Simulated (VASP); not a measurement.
# GaN (F-43m) in VASP: settings compared, part 2 of 2

VASP 6.6.1. The steps go on from the part before.

### 3 Relaxation of cell and atoms, RPBE+D4

This run uses another cell than the first one, of 11.44 Å³/atom, 1.019 times its volume.

File INCAR:

```
SYSTEM = GaN
ALGO = Normal ; EDIFF = 1E-6
EDIFFG = -0.02 ; ENCUT = 600
GGA = RP ; IBRION = 2
ISIF = 3 ; ISMEAR = -1
IVDW = 13 ; LASPH = .TRUE.
LCHARG = .FALSE. ; LREAL = .FALSE.
LWAVE = .FALSE. ; NELM = 80
NSW = 80 ; PREC = Accurate
SIGMA = 0.05
```

File KPOINTS:

```
k-points
0
G
  10 10 10
  0 0 0
```

File POSCAR:

```
GaN
1.0
    0.0000000000      2.2535006075      2.2535006075
    2.2535006075      0.0000000000      2.2535006075
    2.2535006075      2.2535006075      0.0000000000
Ga N
1 1
Direct
    0.0000000000      0.0000000000      0.0000000000
    0.2500000000      0.2500000000      0.2500000000
```

Potentials or basis: VASP PAW PBE potentials, release 64 (Ga_d, N).

The run is started by

```sh
> cat potpaw_PBE.64/Ga_d/POTCAR potpaw_PBE.64/N/POTCAR > POTCAR
> mpirun -np 1 vasp_std > vasp.out
```

OUTCAR:

```text
SYSTEM = GaN
   EDIFF = 1E-6
   EDIFFG = -0.02
   ENCUT = 600
   GGA = RP
   IBRION = 2
   ISIF = 3
   ISMEAR = -1
   IVDW = 13
   LASPH = .TRUE.
   LREAL = .FALSE.
   NELM = 80
   NSW = 80
   PREC = Accurate

 ion  position               nearest neighbor table
   1  0.000  0.000  0.000-   2 1.95   2 1.95   2 1.95   2 1.95
   2  0.250  0.250  0.250-   1 1.95   1 1.95   1 1.95   1 1.95

  LATTYP: Found a face centered cubic cell.
 ALAT       =     4.5070012150

  Lattice vectors:

 A1 = (   0.0000000000,   2.2535006075,   2.2535006075)
 A2 = (   2.2535006075,   0.0000000000,   2.2535006075)
 A3 = (   2.2535006075,   2.2535006075,   0.0000000000)

Analysis of symmetry for initial positions (statically):
=====================================================================
 Subroutine PRICEL returns:
 Original cell was already a primitive cell.

 Routine SETGRP: Setting up the symmetry group for a
 face centered cubic supercell.

 Subroutine GETGRP returns: Found 24 space group operations
 (whereof 24 operations were pure point group operations)
 out of a pool of 48 trial point group operations.

The static configuration has the point symmetry T_d .

Analysis of symmetry for dynamics (positions and initial velocities):
=====================================================================
 Subroutine PRICEL returns:
 Original cell was already a primitive cell.

 Routine SETGRP: Setting up the symmetry group for a
 face centered cubic supercell.

 Subroutine GETGRP returns: Found 24 space group operations
 (whereof 24 operations were pure point group operations)
 out of a pool of 48 trial point group operations.

The dynamic configuration has the point symmetry T_d .

 Subroutine INISYM returns: Found 24 space group operations
 (whereof 24 operations are pure point group operations),
 and found     1 'primitive' translations

----------------------------------------------------------------------------------------

                                     Primitive cell

  volume of cell :      22.8877

  direct lattice vectors                    reciprocal lattice vectors
     0.000000000  2.253500607  2.253500607    -0.221877020  0.221877020  0.221877020
     2.253500607  0.000000000  2.253500607     0.221877020 -0.221877020  0.221877020
     2.253500607  2.253500607  0.000000000     0.221877020  0.221877020 -0.221877020

  length of vectors
     3.186931122  3.186931122  3.186931122     0.384302272  0.384302272  0.384302272

  position of ions in fractional coordinates (direct lattice)
     0.000000000  0.000000000  0.000000000
     0.250000000  0.250000000  0.250000000

  ion indices of the primitive-cell ions
   primitive index   ion index
                 1           1
                 2           2

----------------------------------------------------------------------------------------

 KPOINTS: k-points

Automatic generation of k-mesh.
 Grid dimensions read from file:
 generate k-points for:   10   10   10

 Generating k-lattice:

  Cartesian coordinates                     Fractional coordinates (reciprocal lattice)
    -0.022187702  0.022187702  0.022187702     0.100000000  0.000000000  0.000000000
     0.022187702 -0.022187702  0.022187702     0.000000000  0.100000000  0.000000000
     0.022187702  0.022187702 -0.022187702     0.000000000  0.000000000  0.100000000

  Length of vectors
     0.038430227  0.038430227  0.038430227

  Shift w.r.t. Gamma in fractional coordinates (k-lattice)
     0.000000000  0.000000000  0.000000000

 Subroutine IBZKPT returns following result:
 ===========================================

 Found     47 irreducible k-points:

 Following reciprocal coordinates:
            Coordinates               Weight
  0.000000  0.000000  0.000000      1.000000
  0.100000  0.000000  0.000000      8.000000
  0.200000  0.000000  0.000000      8.000000
  0.300000  0.000000  0.000000      8.000000
  0.400000  0.000000  0.000000      8.000000
  0.500000  0.000000  0.000000      4.000000
[... 16 lines left out ...]
  0.300000  0.300000  0.000000      6.000000
  0.400000  0.300000  0.000000     24.000000
 [... further k-points ...]
   k-points           NKPTS =     47   k-points in BZ     NKDIM =     47   number of bands    NBANDS=     13
   number of dos      NEDOS =    301   number of ions     NIONS =      2
   total plane-waves  NPLWV =  21952
   dimension x,y,z NGX =    28 NGY =   28 NGZ =   28
   dimension x,y,z NGXF=    56 NGYF=   56 NGZF=   56
   ions per type =               1   1
   NGX,Y,Z   is equivalent  to a cutoff of  14.61, 14.61, 14.61 a.u.
   NGXF,Y,Z  is equivalent  to a cutoff of  29.21, 29.21, 29.21 a.u.
 SYSTEM =  GaN
   PREC   = accura    normal or accurate (medium, high low for compatibility)
   ISTART =      0    job   : 0-new  1-cont  2-samecut
   ICHARG =      2    charge: 1-file 2-atom 10-const
   ISPIN  =      1    spin polarized calculation?
   LNONCOLLINEAR =      F non collinear calculations
   LSORBIT =      F    spin-orbit coupling
   LASPH  =      T    aspherical Exc in radial PAW
   ENCUT  =  600.0 eV  44.10 Ry    6.64 a.u.   6.37  6.37  6.37*2*pi/ulx,y,z
   NELM   =     80;   NELMIN=  2; NELMDL= -5     # of ELM steps
   EDIFF  = 0.1E-05   stopping-criterion for ELM
   LREAL  =      F    real-space projection
   EDIFFG = -.2E-01   stopping-criterion for IOM
   NSW    =     80    number of steps for IOM
   IBRION =      2    ionic relax: 0-MD 1-quasi-New 2-CG
   NFREE  =      1    steps in history (QN), initial steepest desc. (CG)
   ISIF   =      3    stress and relaxation
   ISYM   =      2    0-nonsym 1-usesym 2-fastsym
   POTIM  = 0.5000    time-step for ionic-motion
   TEBEG  =    0.0;   TEEND  =   0.0 temperature during run
   PSTRESS=    0.0 pullay stress
   NELECT =      18.0000    total number of electrons
   NUPDOWN=      -1.0000    fix difference up-down
   EMIN   =  10.00;   EMAX   =-10.00  energy-range for DOS
   EFERMI =   0.00;   METHOD = LEGACY
   ISMEAR =    -1;   SIGMA  =   0.05  broadening in eV -4-tet -1-fermi 0-gaus
   EFERMI_NEDOS =   21; number of points for ismear=-14 and -15
   IALGO  =     38    algorithm
   IMIX   =      4    mixing-type and parameters
     AMIX     =   0.40;   BMIX     =  1.00
     AMIX_MAG =   1.60;   BMIX_MAG =  1.00
  volume/ion in A,a.u.               =      11.44        77.23
  Fermi-wavevector in a.u.,A,eV,Ry     =   1.511117  2.855596 31.068543  2.283473
  Thomas-Fermi vector in A             =   2.621216
   LORBIT       =      0    0 simple, 1 ext, 2 COOP (PROOUT), +10 PAW based schemes
   GGA     = RP    functional components
   LHFCALC =     F    Hartree Fock is set to
   AEXX    =    0.0000 exact exchange contribution
   IVDW    =    13    specifies the selected vdW correction
   LEPSILON=     F    determine dielectric tensor
   LRPA    =     F    only Hartree local field effects (RPA)
 conjugate gradient relaxation of ions
 non-spin polarized calculation
  energy-cutoff  :      600.00
  volume of cell :       22.89
 maximum number of plane-waves:       785
 NGX is ok and might be reduce to    28
   NGX = 13   NGY = 13   NGZ = 13

--------------------------------------- Ionic step        1  -------------------------------------------

 number of electron      18.0000005 magnetization

 Free energy of the ion-electron system (eV)
  ---------------------------------------------------
  ext. energy  EPLUGINS =         0.00000000
  ---------------------------------------------------
  free energy    TOTEN  =       -11.30456411 eV

  energy without entropy =      -11.30456411  energy(sigma->0) =      -11.30456411

------------------------ aborting loop because EDIFF is reached ----------------------------------------

  DFT-D4 for vdW energy calculation

  Edisp (eV):   -1.61211
[... 151 lines left out ...]
--------------------------------------- Ionic step        5  -------------------------------------------

 number of electron      18.0000003 magnetization

 Free energy of the ion-electron system (eV)
  ---------------------------------------------------
  ext. energy  EPLUGINS =         0.00000000
  ---------------------------------------------------
  free energy    TOTEN  =       -11.27222515 eV

  energy without entropy =      -11.27222515  energy(sigma->0) =      -11.27222515

 E-fermi :   6.6133     XC(G=0): -11.5877

 val. band max:        5.6443253517   @ k =   0.0000   0.0000   0.0000
 cond. band min:       7.5556887650   @ k =   0.0000   0.0000   0.0000
 fundamental gap:      1.9113634133
 Fermi energy:         6.6132714476

 k-point     1 :       0.0000    0.0000    0.0000
  band No.  band energies     occupation
      1     -10.5084      2.00000
      2      -7.8190      2.00000
      3      -7.8190      2.00000
      4      -7.8190      2.00000
      5      -7.4779      2.00000
      6      -7.4779      2.00000
      7       5.6443      2.00000
      8       5.6443      2.00000
      9       5.6443      2.00000
     10       7.5557      0.00000
     11      16.1507      0.00000
     12      16.1507      0.00000
     13      16.1507      0.00000
[... 354 lines left out ...]
  band No.  band energies     occupation
      1      -9.4700      2.00000
      2      -7.6834      2.00000
      3      -7.5809      2.00000
      4      -7.5806      2.00000
      5      -7.4142      2.00000
      6      -6.5958      2.00000
      7       0.5945      2.00000
      8       3.1221      2.00000
      9       3.4465      2.00000
     10      10.1992      0.00000
     11      13.0372      0.00000
     12      16.6752      0.00000
     13      18.7863      0.00000

 [... further k-points ...]

------------------------ aborting loop because EDIFF is reached ----------------------------------------

  DFT-D4 for vdW energy calculation

  Edisp (eV):   -1.64947
[... 25 lines left out ...]
  FREE ENERGIE OF THE ION-ELECTRON SYSTEM (eV)
  ---------------------------------------------------
  free  energy   TOTEN  =       -12.9216948924 eV

  energy  without entropy=      -12.9216948924  energy(sigma->0) =      -12.92169489

 reached required accuracy - stopping structural energy minimisation
```

OSZICAR:

```text
N       E                     dE             d eps       ncg     rms          rms(c)
DAV:   1     0.926963613558E+02    0.92696E+02   -0.10585E+04  1331   0.272E+03
DAV:   2    -0.567574553059E+01   -0.98372E+02   -0.93501E+02  1387   0.378E+02
DAV:   3    -0.131409977430E+02   -0.74653E+01   -0.74186E+01  1397   0.948E+01
DAV:   4    -0.132683639157E+02   -0.12737E+00   -0.12722E+00  1449   0.132E+01
[... 36 lines left out ...]
DAV:   1    -0.112723663429E+02   -0.19637E-02   -0.19022E-03  1402   0.126E+00    0.726E-02
DAV:   2    -0.112722566196E+02    0.10972E-03   -0.17856E-04  1467   0.464E-01    0.330E-02
DAV:   3    -0.112722286860E+02    0.27934E-04   -0.34262E-05  1517   0.228E-01    0.770E-03
DAV:   4    -0.112722251296E+02    0.35564E-05   -0.49978E-06  1272   0.348E-02    0.623E-04
DAV:   5    -0.112722251478E+02   -0.18161E-07   -0.19830E-07   626   0.543E-03
   5 F= -.12921695E+02 E0= -.12921695E+02  d E =-.502484E-02
```

CONTCAR:

```text
GaN
   1.00000000000000
     0.0000000000000000    2.2378699473039165    2.2378699473039165
     2.2378699473039165    0.0000000000000000    2.2378699473039165
     2.2378699473039165    2.2378699473039165   -0.0000000000000000
  Ga              N
     1     1
Direct
     0.0000000000000000    0.0000000000000000    0.0000000000000000
     0.2500000000000000    0.2500000000000000    0.2500000000000000

  0.00000000E+00  0.00000000E+00  0.00000000E+00
  0.00000000E+00  0.00000000E+00  0.00000000E+00
```

Wall time 2.3 min (1 thread of AMD EPYC 7R13, shared host); peak memory 0.15 GiB.

What came out:

```
Free energy                            : -12.9217 eV
Relaxed volume                         : 11.21 Å³/atom
Relaxed cell                           : a = 3.165 Å, b = 3.165 Å, c = 3.165 Å, α = 60.00°, β = 60.00°, γ = 60.00°
Space group after relaxing (to 0.05 Å) : F-43m (No. 216)
Energy gained by relaxing              : 2.5 meV/atom
Ionic steps                            : 5
Pressure after relaxing                : 0.1 GPa
Band gap on the k mesh                 : 1.91 eV, direct
Dispersion energy per atom             : -0.825 eV
```

The path:
| step | energy change (eV) | largest force (eV/Å) | pressure (GPa) | volume (Å³) |
| --- | --- | --- | --- | --- |
| 1 | 0.0000 | 0.0000 | -3.49 | 22.89 |
| 2 | -0.0016 | 0.0000 | 3.09 | 22.07 |
| 3 | -0.0050 | 0.0000 | -0.42 | 22.44 |
| 4 | -0.0050 | 0.0000 | 0.42 | 22.39 |
| 5 | -0.0050 | 0.0000 | 0.15 | 22.41 |

Final structure:
```yaml
crystal:
  lattice:
    - [0.00000, 2.23787, 2.23787]
    - [2.23787, 0.00000, 2.23787]
    - [2.23787, 2.23787, 0.00000]
  atoms:
    - { symbol: Ga, position: [0.00000, 0.00000, 0.00000] }
    - { symbol: N, position: [0.25000, 0.25000, 0.25000] }
```

Caveat: the PAW data sets were made with another functional, which shifts forces and pressure a little.

### 4 Single point, LDA, non-collinear spin, zero start, spin-orbit coupling

This run uses another cell than the first one, of 11.44 Å³/atom, 1.019 times its volume.

File INCAR:

```
PREC = Accurate
ENCUT = 520
EDIFF = 1E-6
ISMEAR = -1
SIGMA = 0.05
LREAL = False
LASPH = True
NELM = 150
ALGO = Normal
ISIF = 2
LWAVE = False
LCHARG = False
MAGMOM = 0 0 0 0 0 0
LORBIT = 11
LSORBIT = True
GGA_COMPAT = False
LORBMOM = True
NBANDS = 30
```

File KPOINTS:

```
Automatic mesh
0
Gamma
  7 7 7
```

POSCAR is that of step 3.

Potentials or basis: VASP PAW LDA potentials, release 64 (Ga_d, N).

The run is started by

```sh
> cat potpaw_LDA.64/Ga_d/POTCAR potpaw_LDA.64/N/POTCAR > POTCAR
> mpirun -np 1 vasp_ncl > vasp.out
```

Wall time 1.7 min (1 thread of AMD EPYC 7R13, shared host); peak memory 0.16 GiB.

It converged, with:

| Property | Result |
| --- | --- |
| Free energy | -13.9373 eV |
| Pressure | -5.5 GPa |
| Net moment | 0.00 μB per cell |
| Valence electrons inside the program's atomic spheres | Ga 11.88; N 3.69 |

Moments on the atoms (μB; x, y, z):
```
Ga  0.00 0.00 0.00
N   0.00 0.00 0.00
```

### 5 The runs side by side

```tsv
task	level	potentials or basis	spin	cell	k mesh	cutoff (eV)	gap on the mesh (eV)	pressure (GPa)
single point	RPBE+D4	VASP PAW PBE potentials, release 64 (Ga_d, N)	off	a = 3.167 Å, angles 60.0°, 2 atoms	10 × 10 × 10	520	1.90	-0.1
relaxation of cell and atoms	RPBE+D4	VASP PAW PBE potentials, release 64 (Ga_d, N)	off	relaxed from a = 3.187 Å, angles 60.0°, 2 atoms	10 × 10 × 10	600	1.91	0.1
single point	LDA	VASP PAW LDA potentials, release 64 (Ga_d, N)	non-collinear, zero start, SOC	a = 3.187 Å, angles 60.0°, 2 atoms	7 × 7 × 7	520	-	-5.5
```

Alike in all rows: smearing fermi-dirac 0.05 eV.

Caveats: the PAW data sets were made with another functional, which shifts forces and pressure a little (some runs).

Absolute energies hang on the potentials; compare differences alone.
